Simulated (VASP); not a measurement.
# Li17H16 (a cell with a defect) in VASP: a series of runs, part 2 of 2

VASP 6.6.1.

## (3) Single point, PBE

The input, INCAR:

```
SYSTEM = Li17H16
ALGO     = Normal         ! electronic algorithm
EDIFF    = 1E-6           ! SCF threshold, eV
ENCUT    = 520            ! plane-wave cutoff, eV
GGA      = PE             ! functional
ISIF     = 2              ! what is computed and relaxed
ISMEAR   = 0              ! smearing method
LASPH    = .TRUE.         ! aspherical terms in the spheres
LCHARG   = .FALSE.        ! write CHGCAR
LREAL    = Auto         
LWAVE    = .FALSE.        ! write WAVECAR
NBANDS   = 56             ! bands
NELM     = 100            ! most SCF steps
PREC     = Accurate       ! precision mode
SIGMA    = 0.02           ! smearing width, eV
```

The input, KPOINTS:

```
Automatic mesh
0
Gamma
  2 2 2
  0.5 0.5 0.5
```

The input, POSCAR:

```
Li17H16
1.0
    4.0071000521     -4.0071000521     -4.0071000521
   -4.0071000521     -4.0071000521      4.0071000521
   -4.0071000521      4.0071000521     -4.0071000521
Li H
17 16
Direct
    0.2602152396      0.7451564626      0.0025963914
    0.2596630946      1.0029058291      0.7454942380
    0.2403624785      0.2358719492      0.4932494758
    0.0027176761      0.7554833822      0.2551267717
    0.2397730248      0.4923563111      0.2349720466
    1.0918507008      1.0218997397      1.0231959389
    0.0024551421      0.2548379094      0.7554335955
    0.7497404509      0.7544270072      0.5096053189
   -0.0214219757      0.4946654624      0.4945833581
    0.7503460011      0.9972810631      0.2928218624
    0.7495673831      0.2925323762     -0.0031009957
    0.4083084971      0.6814228406      0.6802005102
    0.7502877295      0.5099253758      0.7546726961
    0.4972808201      1.0024054672      0.5027393811
    0.5214861054      0.2660662290      0.2661251244
    0.4974976851      0.5029807027      0.0023702927
    0.7501140378      0.9640925981      0.9639820443
    0.2308045689      0.4857637630      0.7401382450
    0.2300980729      0.7401926484      0.4852646489
    0.2699467161      0.0051831748      0.2601427432
    0.0014980909      0.5082743065      0.0020219111
    0.2692127688      0.2593220749      0.0049584487
    0.0098607470      0.7591784484      0.7591966660
    0.0014399441      0.0022901849      0.5088270753
    0.7499755337      0.5056709275      0.2562381739
   -0.0108748220      0.2237015518      0.2237366146
    0.7510028352      0.7389635800      0.0071731426
    0.7489255224      0.0061816525      0.7378163663
    0.4901891579      0.4993643717      0.4993159577
    0.7500461583      0.2562847163      0.5056688063
    0.4984781947      0.7504952362      0.2567239367
    0.5109887383     -0.0153292903     -0.0154111450
    0.4985573043      0.2574392919      0.7508310152
```

Potentials or basis: VASP PAW PBE potentials, release 64 (Li_sv, H).

On the command line:

```console
$ cat potpaw_PBE.64/Li_sv/POTCAR potpaw_PBE.64/H/POTCAR > POTCAR
$ mpirun -np 1 vasp_std > vasp.out
```

OUTCAR:

```text
SYSTEM = Li17H16
   EDIFF = 1E-6
   ENCUT = 520
   GGA = PE
   ISIF = 2
   ISMEAR = 0
   LASPH = .TRUE.
   LREAL = Auto
   NELM = 100
   PREC = Accurate

 ion  position               nearest neighbor table
   1  0.260  0.745  0.003-   6 2.55
   2  0.260  0.003  0.745-   6 2.55
   3  0.240  0.236  0.493-  12 2.55
   4  0.003  0.755  0.255-
   5  0.240  0.492  0.235-  12 2.55
   6  0.092  0.022  0.023-  17 2.14  15 2.45   1 2.55   2 2.55
   7  0.002  0.255  0.755-
   8  0.750  0.754  0.510-
   9  0.979  0.495  0.495-  12 2.45  15 2.59
  10  0.750  0.997  0.293-  17 2.22
  11  0.750  0.293  0.997-  17 2.22
  12  0.408  0.681  0.680-  17 2.14   9 2.45   5 2.55   3 2.55
  13  0.750  0.510  0.755-
  14  0.497  0.002  0.503-
  15  0.521  0.266  0.266-   6 2.45   9 2.59
  16  0.497  0.503  0.002-
  17  0.750  0.964  0.964-  28 1.69  27 1.69   6 2.14  12 2.14  11 2.22  10 2.22
  18  0.231  0.486  0.740-
  19  0.230  0.740  0.485-
  20  0.270  0.005  0.260-
  21  0.001  0.508  0.002-
  22  0.269  0.259  0.005-
  23  0.010  0.759  0.759-
  24  0.001  0.002  0.509-
  25  0.750  0.506  0.256-
  26  0.989  0.224  0.224-
  27  0.751  0.739  0.007-  17 1.69
  28  0.749  0.006  0.738-  17 1.69
  29  0.490  0.499  0.499-
  30  0.750  0.256  0.506-
  31  0.498  0.750  0.257-
  32  0.511  0.985  0.985-
  33  0.499  0.257  0.751-

  LATTYP: Found a body centered cubic cell.
 ALAT       =     8.0142001042

  Lattice vectors:

 A1 = (   4.0071000521,  -4.0071000521,  -4.0071000521)
 A2 = (  -4.0071000521,  -4.0071000521,   4.0071000521)
 A3 = (  -4.0071000521,   4.0071000521,  -4.0071000521)

Analysis of symmetry for initial positions (statically):
=====================================================================
 Subroutine PRICEL returns:
[... 183 lines left out ...]
     AMIX     =   0.40;   BMIX     =  1.00
     AMIX_MAG =   1.60;   BMIX_MAG =  1.00
  volume/ion in A,a.u.               =       7.80        52.63
  Fermi-wavevector in a.u.,A,eV,Ry     =   1.045321  1.975370 14.867025  1.092696
  Thomas-Fermi vector in A             =   2.180111
   LORBIT       =      0    0 simple, 1 ext, 2 COOP (PROOUT), +10 PAW based schemes
   GGA     = PE    functional components
   LHFCALC =     F    Hartree Fock is set to
   AEXX    =    0.0000 exact exchange contribution
   IVDW    =     0    specifies the selected vdW correction
   LEPSILON=     F    determine dielectric tensor
   LRPA    =     F    only Hartree local field effects (RPA)
 non-spin polarized calculation
 Gauss-broadening in eV      SIGMA  =   0.02
  energy-cutoff  :      520.00
  volume of cell :      257.37
 maximum number of plane-waves:      6927
 NGX is ok and might be reduce to    54
   NGX = 25   NGY = 25   NGZ = 25

 number of electron      66.9999999 magnetization

 Free energy of the ion-electron system (eV)
  ---------------------------------------------------
  ext. energy  EPLUGINS =         0.00000000
  ---------------------------------------------------
  free energy    TOTEN  =       -97.11566641 eV

  energy without entropy =      -97.11470499  energy(sigma->0) =      -97.11518570

 E-fermi :   3.6976     XC(G=0):  -8.6587

 val. band max:        3.6668508176   @ k =   0.2500   0.2500  -0.2500
 cond. band min:       3.7246356819   @ k =  -0.2500   0.2500   0.2500
 fundamental gap:      0.0577848643
 Fermi energy:         3.6976285875

 k-point     1 :       0.2500    0.2500    0.2500
  band No.  band energies     occupation
      1     -44.2000      2.00000
      2     -44.0918      2.00000
      3     -44.0863      2.00000
      4     -44.0830      2.00000
      5     -44.0205      2.00000
      6     -43.8834      2.00000
[... 181 lines left out ...]
     44       6.4254      0.00000
     45       6.6793      0.00000
 [bands above 45 left out]

------------------------ aborting loop because EDIFF is reached ----------------------------------------

  FORCE on cell =-STRESS in cart. coord.  units (eV):
  Direction    XX          YY          ZZ          XY          YZ          ZX
  --------------------------------------------------------------------------------------
  -------------------------------------------------------------------------------------
  Total        7.6787608      2.9322256      3.0618535     -0.0021502      0.8638813     -0.0035172
  in kB       47.8025615     18.2539731     19.0609455     -0.0133854      5.3779173     -0.0218954
  external PRESSURE =      28.3724934 kB  Pullay stress =       0.0000000 kB

 VOLUME and BASIS-vectors are now :
 -----------------------------------------------------------------------------
  energy-cutoff  :      520.00
  volume of cell :      257.37
      direct lattice vectors                 reciprocal lattice vectors
     4.007100052 -4.007100052 -4.007100052     0.000000000 -0.124778517 -0.124778517
    -4.007100052 -4.007100052  4.007100052    -0.124778517 -0.124778517  0.000000000
    -4.007100052  4.007100052 -4.007100052    -0.124778517  0.000000000 -0.124778517

 POSITION                                       TOTAL-FORCE (eV/Angst)
 -----------------------------------------------------------------------------------
     -1.95361     -4.01822      1.93280         0.000609      0.006152     -0.017406
     -1.95842      1.93513     -4.01612         0.007024     -0.017962      0.005648
     -1.95851      0.06818     -1.99449         0.002471      0.017145     -0.003360
     -4.03873     -2.01587      1.99409         0.008578     -0.023809      0.007202
     -1.95368     -1.99216      0.07057        -0.000438     -0.004910      0.017530
      0.18735     -0.36286     -0.37325         0.049951      0.005359      0.019211
[... 25 lines left out ...]
     -5.84344     -2.04791     -2.04725        -0.039762      0.011532      0.012643
     -2.04247     -0.02070     -3.97484         0.011614     -0.002551     -0.010923
 -----------------------------------------------------------------------------------
    total drift:                               -0.003095     -0.000960     -0.001398

  FREE ENERGIE OF THE ION-ELECTRON SYSTEM (eV)
  ---------------------------------------------------
  free  energy   TOTEN  =       -97.1156664111 eV

  energy  without entropy=      -97.1147049925  energy(sigma->0) =      -97.11518570
```

Wall time 1.7 min (1 thread of Intel Xeon 6975P-C (Granite Rapids), shared host); peak memory 0.36 GiB.

Results:

```
Free energy            : -97.1157 eV
Largest force          : 0.093 eV/Å
Band gap on the k mesh : zero (an odd number of electrons rules out a gap without spin polarisation)
```

Forces in eV/Å, atoms in the order of the input:
```
Li   0.001  0.006 -0.017
Li   0.007 -0.018  0.006
Li   0.002  0.017 -0.003
Li   0.009 -0.024  0.007
Li   0.000 -0.005  0.018
Li   0.050  0.005  0.019
Li   0.010  0.008 -0.024
Li   0.000  0.018 -0.022
Li  -0.010  0.008  0.009
Li  -0.027  0.016 -0.014
Li  -0.027 -0.017  0.012
Li   0.040 -0.005 -0.018
Li   0.001 -0.019  0.019
Li   0.013  0.023 -0.006
Li  -0.007 -0.009 -0.009
Li   0.014 -0.009  0.024
Li  -0.093  0.004  0.001
H   -0.008 -0.020 -0.007
H   -0.008 -0.010 -0.019
H   -0.008  0.010  0.019
H    0.010  0.010  0.005
H   -0.008  0.019  0.007
H    0.033 -0.010 -0.012
H    0.011  0.003  0.011
H   -0.002  0.000  0.002
H   -0.040 -0.012 -0.013
H    0.012 -0.007  0.010
H    0.012  0.007 -0.011
H    0.032  0.010  0.012
H   -0.002  0.000 -0.002
H    0.011 -0.010 -0.005
H   -0.040  0.012  0.013
H    0.012 -0.003 -0.011
```

Caveat: the k points lie up to 0.55 Å⁻¹ apart, too coarse for converged energies and pressures of a metal; the cutoff is under 1.25 times the usual one of these potentials, so pressure, stress and relaxed cells hold a basis-set (Pulay) error; an odd number of electrons without spin polarisation forces a metal; a magnetic or distorted state may lie lower.

The gap in the log of VASP goes by the Fermi energy; the results here count the filled bands.